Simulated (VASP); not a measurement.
# TiO2 (Pbca) in VASP: a series of runs, part 2 of 2

VASP 6.6.1. Earlier steps stand in the parts before.

## Step 3: Single point, PBE (11.37 Å³/atom)

This run uses another cell than the first one, of 11.37 Å³/atom.

INCAR reads:

```
PREC = Accurate
ENCUT = 520
EDIFF = 1E-6
ISMEAR = -1
SIGMA = 0.02
LREAL = Auto
LASPH = T
NELM = 80
ALGO = Normal
ISIF = 2
LWAVE = F
LCHARG = T
GGA = PE
LELF = T
LVHAR = T
NBANDS = 114
```

KPOINTS reads:

```
Automatic mesh
0
Gamma
  5 3 5
```

POSCAR reads:

```
TiO2
1.0
    5.2459079714      0.0000000000      0.0000000000
    0.0000000000      9.3651437740      0.0000000000
    0.0000000000      0.0000000000      5.5538310437
Ti O
8 16
Direct
    0.1342940147      0.1293397401      0.9126639820
    0.6342940147      0.3706602599      0.0873360180
    0.8657059853      0.6293397401      0.5873360180
    0.3657059853      0.8706602599      0.4126639820
    0.8657059853      0.8706602599      0.0873360180
    0.3657059853      0.6293397401      0.9126639820
    0.1342940147      0.3706602599      0.4126639820
    0.6342940147      0.1293397401      0.5873360180
    0.4622258002      0.2291308064      0.8944122812
    0.9622258002      0.2708691936      0.1055877188
    0.5377741998      0.7291308064      0.6055877188
    0.0377741998      0.7708691936      0.3944122812
    0.5377741998      0.7708691936      0.1055877188
    0.0377741998      0.7291308064      0.8944122812
    0.4622258002      0.2708691936      0.3944122812
    0.9622258002      0.2291308064      0.6055877188
    0.8207862393      0.0107820486      0.8524011561
    0.3207862393      0.4892179514      0.1475988439
    0.1792137607      0.5107820486      0.6475988439
    0.6792137607      0.9892179514      0.3524011561
    0.1792137607      0.9892179514      0.1475988439
    0.6792137607      0.5107820486      0.8524011561
    0.8207862393      0.4892179514      0.3524011561
    0.3207862393      0.0107820486      0.6475988439
```

Potentials or basis: VASP PAW PBE potentials, release 64 (Ti_sv, O).

Command:

```bash
cat potpaw_PBE.64/Ti_sv/POTCAR potpaw_PBE.64/O/POTCAR > POTCAR
mpirun -np 1 vasp_std > vasp.out
```

OUTCAR:

```text
PREC = Accurate
   ENCUT = 520
   EDIFF = 1E-6
   ISMEAR = -1
   LREAL = Auto
   LASPH = T
   NELM = 80
   ISIF = 2
   GGA = PE

 ion  position               nearest neighbor table
   1  0.134  0.129  0.913-  21 1.87  10 1.93   9 1.96  17 2.01  24 2.09  16 2.14
   2  0.634  0.371  0.087-  22 1.87   9 1.93  10 1.96  18 2.01  23 2.09  15 2.14
   3  0.866  0.629  0.587-  23 1.87  12 1.93  11 1.96  19 2.01  22 2.09  14 2.14
   4  0.366  0.871  0.413-  24 1.87  11 1.93  12 1.96  20 2.01  21 2.09  13 2.14
   5  0.866  0.871  0.087-  17 1.87  14 1.93  13 1.96  21 2.01  20 2.09  12 2.14
   6  0.366  0.629  0.913-  18 1.87  13 1.93  14 1.96  22 2.01  19 2.09  11 2.14
   7  0.134  0.371  0.413-  19 1.87  16 1.93  15 1.96  23 2.01  18 2.09  10 2.14
   8  0.634  0.129  0.587-  20 1.87  15 1.93  16 1.96  24 2.01  17 2.09   9 2.14
   9  0.462  0.229  0.894-   2 1.93   1 1.96   8 2.14
  10  0.962  0.271  0.106-   1 1.93   2 1.96   7 2.14
  11  0.538  0.729  0.606-   4 1.93   3 1.96   6 2.14
  12  0.038  0.771  0.394-   3 1.93   4 1.96   5 2.14
  13  0.538  0.771  0.106-   6 1.93   5 1.96   4 2.14
  14  0.038  0.729  0.894-   5 1.93   6 1.96   3 2.14
[... 8 lines left out ...]
  23  0.821  0.489  0.352-   3 1.87   7 2.01   2 2.09
  24  0.321  0.011  0.648-   4 1.87   8 2.01   1 2.09

  LATTYP: Found a simple orthorhombic cell.
 ALAT       =     5.2459079714
 B/A-ratio  =     1.0586977648
 C/A-ratio  =     1.7852283771

  Lattice vectors:

 A1 = (  -5.2459079714,   0.0000000000,   0.0000000000)
 A2 = (   0.0000000000,   0.0000000000,   5.5538310437)
 A3 = (   0.0000000000,   9.3651437740,   0.0000000000)

Analysis of symmetry for initial positions (statically):
=====================================================================
 Subroutine PRICEL returns:
 Original cell was already a primitive cell.

 Routine SETGRP: Setting up the symmetry group for a
 simple orthorhombic supercell.

 Subroutine GETGRP returns: Found  8 space group operations
 (whereof  2 operations were pure point group operations)
 out of a pool of  8 trial point group operations.

The static configuration has the point symmetry S_2 .
 The point group associated with its full space group is D_2h.

[... 175 lines left out ...]
   GGA     = PE    functional components
   LHFCALC =     F    Hartree Fock is set to
   AEXX    =    0.0000 exact exchange contribution
   IVDW    =     0    specifies the selected vdW correction
   LEPSILON=     F    determine dielectric tensor
   LRPA    =     F    only Hartree local field effects (RPA)
 non-spin polarized calculation
  energy-cutoff  :      520.00
  volume of cell :      272.85
 maximum number of plane-waves:      7368
 NGX is ok and might be reduce to    40
   NGX = 19   NGY = 35   NGZ = 21

 number of electron     192.0000029 magnetization

 Free energy of the ion-electron system (eV)
  ---------------------------------------------------
  ext. energy  EPLUGINS =         0.00000000
  ---------------------------------------------------
  free energy    TOTEN  =      -214.96983168 eV

  energy without entropy =     -214.96983168  energy(sigma->0) =     -214.96983168

 E-fermi :   4.0496     XC(G=0): -10.8671

 val. band max:        3.5246623248   @ k =   0.0000   0.0000   0.0000
 cond. band min:       5.9378633582   @ k =   0.0000   0.3333   0.0000
 fundamental gap:      2.4132010334
 Fermi energy:         4.0496095250

 k-point     1 :       0.0000    0.0000    0.0000
  band No.  band energies     occupation
      1     -53.0542      2.00000
      2     -53.0466      2.00000
      3     -53.0334      2.00000
      4     -53.0329      2.00000
      5     -53.0329      2.00000
      6     -53.0253      2.00000
[... 1987 lines left out ...]
    107       6.7697      0.00000
    108       6.7891      0.00000
 [bands above 108 left out]

------------------------ aborting loop because EDIFF is reached ----------------------------------------

  FORCE on cell =-STRESS in cart. coord.  units (eV):
  Direction    XX          YY          ZZ          XY          YZ          ZX
  --------------------------------------------------------------------------------------
  -------------------------------------------------------------------------------------
  Total      -10.1303016     -9.2436898     -7.7539994      0.0000000      0.0000000      0.0000000
  in kB      -59.4846865    -54.2785408    -45.5311441      0.0000000      0.0000000      0.0000000
  external PRESSURE =     -53.0981238 kB  Pullay stress =       0.0000000 kB

 VOLUME and BASIS-vectors are now :
 -----------------------------------------------------------------------------
  energy-cutoff  :      520.00
  volume of cell :      272.85
      direct lattice vectors                 reciprocal lattice vectors
     5.245907971  0.000000000  0.000000000     0.190624770  0.000000000  0.000000000
     0.000000000  9.365143774  0.000000000     0.000000000  0.106778927  0.000000000
     0.000000000  0.000000000  5.553831044     0.000000000  0.000000000  0.180055892

 POSITION                                       TOTAL-FORCE (eV/Angst)
 -----------------------------------------------------------------------------------
      0.70449      1.21129      5.06878         0.005204      0.019296     -0.042102
      3.32745      3.47129      0.48505         0.005204     -0.019296      0.042102
      4.54141      5.89386      3.26197        -0.005204      0.019296      0.042102
      1.91846      8.15386      2.29187        -0.005204     -0.019296     -0.042102
      4.54141      8.15386      0.48505        -0.005204     -0.019296      0.042102
      1.91846      5.89386      5.06878        -0.005204      0.019296     -0.042102
[... 16 lines left out ...]
      4.30577      4.58160      1.95718        -0.028931     -0.017493     -0.040750
      1.68282      0.10098      3.59665        -0.028931      0.017493      0.040750
 -----------------------------------------------------------------------------------
    total drift:                                0.000000      0.000000      0.000000

  FREE ENERGIE OF THE ION-ELECTRON SYSTEM (eV)
  ---------------------------------------------------
  free  energy   TOTEN  =      -214.9698316849 eV

  energy  without entropy=     -214.9698316849  energy(sigma->0) =     -214.96983168
```

stdout:

```text
POSCAR found type information on POSCAR TiO
 POSCAR found :  2 types and      24 ions
 scaLAPACK will be used
 LDA part: xc-table for (Slater+PW92), standard interpolation
 POSCAR, INCAR and KPOINTS ok, starting setup
 FFT: planning ... GRIDC
 FFT: planning ... GRID_SOFT
 FFT: planning ... GRID
 WAVECAR not read
 entering main loop
```

Wall time 14 min (1 thread of Intel Xeon Platinum 8259CL at 2.50GHz (Skylake/Cascade Lake), shared host); peak memory 0.53 GiB.

Results:

* Free energy: -214.9698 eV
* Pressure: -5.3 GPa
* Largest force: 0.053 eV/Å
* Band gap on the k mesh: 2.41 eV (least direct gap 2.44 eV)

Forces on the atoms (eV/Å):
```
Ti   0.005  0.019 -0.042
Ti   0.005 -0.019  0.042
Ti  -0.005  0.019  0.042
Ti  -0.005 -0.019 -0.042
Ti  -0.005 -0.019  0.042
Ti  -0.005  0.019 -0.042
Ti   0.005 -0.019 -0.042
Ti   0.005  0.019  0.042
O    0.008 -0.005 -0.015
O    0.008  0.005  0.015
O   -0.008 -0.005  0.015
O   -0.008  0.005 -0.015
O   -0.008  0.005  0.015
O   -0.008 -0.005 -0.015
O    0.008  0.005 -0.015
O    0.008 -0.005  0.015
O   -0.029  0.017 -0.041
O   -0.029 -0.017  0.041
O    0.029  0.017  0.041
O    0.029 -0.017 -0.041
O    0.029 -0.017  0.041
O    0.029  0.017 -0.041
O   -0.029 -0.017 -0.041
O   -0.029  0.017  0.041
```

Levels at points of the mesh, in eV from the valence-band top:
```
           k point  band 93  band 94  band 95  band 96  band 97  band 98  band 99  band 100
(0.00, 0.00, 0.00)    -0.39    -0.25    -0.20     0.00     2.44     2.64     2.75      2.76
```

Caveat: the cell stands under tension; an odd mesh through Γ misses points on the zone boundary, where band edges can lie.
